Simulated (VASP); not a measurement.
# As (P6/mmm) in VASP: a series of runs, part 2 of 2

VASP 6.6.1.

## Step 5: Single point, PBE

This run uses another cell than the first one, of 20.06 Å³/atom, 1.176 times its volume.

INCAR reads:

```
SYSTEM = As
PREC = Accurate ; ENCUT = 520
EDIFF = 1E-7 ; ISMEAR = -1
SIGMA = 0.05 ; LREAL = .FALSE.
LASPH = .TRUE. ; NELM = 60
ALGO = Normal ; ISIF = 2
LWAVE = .FALSE. ; LCHARG = .FALSE.
GGA = PE ; NBANDS = 8
```

KPOINTS reads:

```
Automatic mesh
0
G
  15 15 14
  0 0 0
```

POSCAR reads:

```
As
1.0
    2.9124858328      0.0000000000      0.0000000000
   -1.4562429164      2.5222867194      0.0000000000
    0.0000000000      0.0000000000      2.7303890111
As
1
Direct
    0.0000000000      0.0000000000      0.0000000000
```

Potentials or basis: VASP PAW PBE potentials, release 64 (As).

Started as:

```sh
> cat potpaw_PBE.64/As/POTCAR > POTCAR
> mpirun -np 1 vasp_std > vasp.out
```

OUTCAR:

```text
SYSTEM = As
   PREC = Accurate
   ENCUT = 520
   EDIFF = 1E-7
   ISMEAR = -1
   LREAL = .FALSE.
   LASPH = .TRUE.
   NELM = 60
   ISIF = 2
   GGA = PE

 ion  position               nearest neighbor table
   1  0.000  0.000  0.000-

  LATTYP: Found a hexagonal cell.
 ALAT       =     2.9124858328
 C/A-ratio  =     0.9374771820

  Lattice vectors:

 A1 = (   2.9124858328,   0.0000000000,   0.0000000000)
 A2 = (  -1.4562429164,   2.5222867194,   0.0000000000)
 A3 = (   0.0000000000,   0.0000000000,   2.7303890111)

Analysis of symmetry for initial positions (statically):
=====================================================================
 Subroutine PRICEL returns:
 Original cell was already a primitive cell.

 Routine SETGRP: Setting up the symmetry group for a
 hexagonal supercell.

 Subroutine GETGRP returns: Found 24 space group operations
 (whereof 24 operations were pure point group operations)
 out of a pool of 24 trial point group operations.

The static configuration has the point symmetry D_6h.

Analysis of symmetry for dynamics (positions and initial velocities):
=====================================================================
 Subroutine PRICEL returns:
 Original cell was already a primitive cell.

 Routine SETGRP: Setting up the symmetry group for a
 hexagonal supercell.

 Subroutine GETGRP returns: Found 24 space group operations
 (whereof 24 operations were pure point group operations)
 out of a pool of 24 trial point group operations.

The dynamic configuration has the point symmetry D_6h.

 Subroutine INISYM returns: Found 24 space group operations
 (whereof 24 operations are pure point group operations),
 and found     1 'primitive' translations

----------------------------------------------------------------------------------------

                                     Primitive cell

[... 102 lines left out ...]
   EFERMI =   0.00;   METHOD = LEGACY
   ISMEAR =    -1;   SIGMA  =   0.05  broadening in eV -4-tet -1-fermi 0-gaus
   EFERMI_NEDOS =   21; number of points for ismear=-14 and -15
   IALGO  =     38    algorithm
   IMIX   =      4    mixing-type and parameters
     AMIX     =   0.40;   BMIX     =  1.00
     AMIX_MAG =   1.60;   BMIX_MAG =  1.00
  volume/ion in A,a.u.               =      20.06       135.36
  Fermi-wavevector in a.u.,A,eV,Ry     =   1.030316  1.947015 14.443287  1.061552
  Thomas-Fermi vector in A             =   2.164408
   LORBIT       =      0    0 simple, 1 ext, 2 COOP (PROOUT), +10 PAW based schemes
   GGA     = PE    functional components
   LHFCALC =     F    Hartree Fock is set to
   AEXX    =    0.0000 exact exchange contribution
   IVDW    =     0    specifies the selected vdW correction
   LEPSILON=     F    determine dielectric tensor
   LRPA    =     F    only Hartree local field effects (RPA)
 non-spin polarized calculation
  energy-cutoff  :      520.00
  volume of cell :       20.06
 maximum number of plane-waves:       562
 NGX is ok and might be reduce to    24
   NGX = 11   NGY = 11   NGZ = 11

 number of electron       5.0000000 magnetization

 Free energy of the ion-electron system (eV)
  ---------------------------------------------------
  ext. energy  EPLUGINS =         0.00000000
  ---------------------------------------------------
  free energy    TOTEN  =        -4.39365112 eV

  energy without entropy =       -4.38964125  energy(sigma->0) =       -4.39164619

 E-fermi :   5.9158     XC(G=0): -10.4522

 val. band max:        5.9121617245   @ k =   0.4667   0.0667   0.2857
 cond. band min:       5.9330748398   @ k =   0.4000   0.1333   0.2857
 fundamental gap:      0.0209131153
 Fermi energy:         5.9158190313

 k-point     1 :       0.0000    0.0000    0.0000
  band No.  band energies     occupation
      1      -8.9231      2.00000
      2       9.8555      0.00000
      3      10.8456      0.00000
      4      10.8456      0.00000
      5      14.3433      0.00000
      6      17.5352      0.00000
      7      18.2167      0.00000
      8      18.2167      0.00000
[... 243 lines left out ...]
 k-point    24 :       0.4000    0.2000    0.0000
  band No.  band energies     occupation
      1      -4.6235      2.00000
      2       0.0653      2.00000
      3       3.6968      2.00000
      4      12.9037      0.00000
      5      17.6621      0.00000
      6      19.8199      0.00000
      7      21.2978      0.00000
      8      21.7925      0.00000

 [... further k-points ...]
[... 5 lines left out ...]
  --------------------------------------------------------------------------------------
  -------------------------------------------------------------------------------------
  Total        0.0070024      0.0070024      0.0228395      0.0000000      0.0000000      0.0000000
  in kB        0.5593412      0.5593412      1.8243737      0.0000000      0.0000000      0.0000000
  external PRESSURE =       0.9810187 kB  Pullay stress =       0.0000000 kB

 VOLUME and BASIS-vectors are now :
 -----------------------------------------------------------------------------
  energy-cutoff  :      520.00
  volume of cell :       20.06
      direct lattice vectors                 reciprocal lattice vectors
     2.912485833  0.000000000  0.000000000     0.343349310  0.198232816  0.000000000
    -1.456242916  2.522286719  0.000000000     0.000000000  0.396465633  0.000000000
     0.000000000  0.000000000  2.730389011     0.000000000  0.000000000  0.366248178

 POSITION                                       TOTAL-FORCE (eV/Angst)
 -----------------------------------------------------------------------------------
      0.00000      0.00000      0.00000        -0.000000      0.000000      0.000000
 -----------------------------------------------------------------------------------
    total drift:                               -0.000000     -0.000000      0.000000

  FREE ENERGIE OF THE ION-ELECTRON SYSTEM (eV)
  ---------------------------------------------------
  free  energy   TOTEN  =        -4.3936511199 eV

  energy  without entropy=       -4.3896412503  energy(sigma->0) =       -4.39164619
```

OSZICAR:

```text
N       E                     dE             d eps       ncg     rms          rms(c)
DAV:   1     0.232972709439E+01    0.23297E+01   -0.21130E+03  3472   0.471E+02
DAV:   2    -0.432553781181E+01   -0.66553E+01   -0.64447E+01  4856   0.498E+01
DAV:   3    -0.439246705591E+01   -0.66929E-01   -0.66805E-01  3912   0.537E+00
DAV:   4    -0.439252797287E+01   -0.60917E-04   -0.60917E-04  5312   0.182E-01
DAV:   5    -0.439252798503E+01   -0.12159E-07   -0.12859E-07  4048   0.164E-03    0.199E+00
DAV:   6    -0.439302534664E+01   -0.49736E-03   -0.12391E-03  4304   0.210E-01    0.117E+00
DAV:   7    -0.439363619542E+01   -0.61085E-03   -0.26800E-03  3888   0.309E-01    0.542E-02
DAV:   8    -0.439365080441E+01   -0.14609E-04   -0.69288E-05  4328   0.562E-02    0.462E-03
DAV:   9    -0.439365133550E+01   -0.53109E-06   -0.10078E-06  4712   0.765E-03    0.294E-03
DAV:  10    -0.439365114789E+01    0.18761E-06   -0.32905E-07  4336   0.353E-03    0.466E-04
DAV:  11    -0.439365111987E+01    0.28015E-07   -0.91695E-09  2104   0.771E-04
   1 F= -.43936511E+01 E0= -.43916462E+01  d E =-.400987E-02
```

Run time: 13 s. Hardware: 1 thread of Intel Xeon Platinum 8375C at 2.90GHz (Ice Lake), shared host; peak memory 0.15 GiB.

What came out:

```
Free energy : -4.3937 eV
Pressure    : 0.1 GPa
```

Stress tensor (GPa, compression positive):
```
0.06 0.00 0.00
0.00 0.06 0.00
0.00 0.00 0.18
```

## Step 6: Single point, PBE

This run uses another cell than the first one, of 20.06 Å³/atom, 1.176 times its volume.

INCAR reads:

```
PREC = Accurate ; ENCUT = 520
EDIFF = 1E-6 ; ISMEAR = -1
SIGMA = 0.05 ; LREAL = False
LASPH = True ; NELM = 100
ALGO = Normal ; ISIF = 2
LWAVE = False ; LCHARG = False
GGA = PE ; NBANDS = 8
```

KPOINTS reads:

```
Automatic mesh
0
Gamma
  15 15 14
```

POSCAR is that of step 5.

Potentials or basis: VASP PAW PBE potentials, release 64 (As).

Started as:

```sh
> cat potpaw_PBE.64/As/POTCAR > POTCAR
> mpirun -np 1 vasp_std > vasp.out
```

It took 11 s on 1 thread of Intel Xeon Platinum 8375C at 2.90GHz (Ice Lake), shared host; peak memory 0.15 GiB.

It converged, with:

```yaml
Free_energy: -4.3937 eV
Pressure: 0.1 GPa
```

Stress tensor (GPa, compression positive):
```
0.06 0.00 0.00
0.00 0.06 0.00
0.00 0.00 0.17
```

Levels at points of the mesh, in eV from the Fermi level:
```tsv
k point	band 1	band 2	band 3	band 4	band 5	band 6
(0.00, 0.00, 0.00)	-14.84	3.94	4.93	4.93	8.43	11.62
(0.00, 0.00, 0.50)	-11.82	-6.84	6.99	6.99	14.83	14.92
```

## Step 7: The runs side by side

```tsv
cell	gap on the mesh (eV)	pressure (GPa)
a = 2.763, b = 2.763, c = 2.578 Å, angles 90.0, 90.0, 120.0°, 1 atom	none	18.4
a = 2.864, b = 2.864, c = 2.682 Å, angles 90.0, 90.0, 120.0°, 1 atom	none	4.7
a = 2.912, b = 2.912, c = 2.730 Å, angles 90.0, 90.0, 120.0°, 1 atom	none	0.1
```

Alike in all rows: task single point; level PBE; potentials or basis VASP PAW PBE potentials, release 64 (As); no spin polarisation; k mesh 15 × 15 × 14; cutoff (eV) 520; smearing fermi-dirac 0.05 eV.

Absolute energies hang on the potentials; compare differences alone.
